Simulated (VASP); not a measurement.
SiC, 2 atoms in the cell. The structure is orthorhombic, space group Imm2 (No. 44). Conventional cell: a = 3.075 Å, b = 3.075 Å, c = 4.348 Å, α = 90.00°, β = 90.00°, γ = 90.00°. Within 2.4 Å of Si (site symmetry mm2) lie 4 C at 1.82 to 1.95 Å. C (site symmetry mm2) has 4 Si at 1.82 to 1.95 Å within 2.4 Å.  This cell differs from its parent crystal: all C atoms moved +0.113 Å, as atom 2 along Cartesian [0 0 1].

```yaml
Program: VASP 6.6.1
Task: single point
Functional: PBE
Potentials_or_basis: VASP PAW PBE potentials, release 64 (Si, C)
Cutoff: 520 eV
k_mesh: 12 × 12 × 12
Occupations: gaussian, width 0.05 eV
Spin: no spin polarisation
Dipole_correction: no
Further_INCAR_settings: ALGO = Normal; EDIFF = 1e-07; NBANDS = 11
```

Potentials or basis: VASP PAW PBE potentials, release 64 (Si, C).

Command:

```sh
$ cat potpaw_PBE.64/Si/POTCAR potpaw_PBE.64/C/POTCAR > POTCAR
$ mpirun -np 1 vasp_std > vasp.out
```

Hardware: 1 thread of AMD EPYC 7R13, with other jobs on the host.

Question: How long does it take, and how much memory?

Answer: It took 70 s on 1 thread of AMD EPYC 7R13, on a shared host, peak memory 0.15 GiB. Counts: scf iterations 13, k points 280.
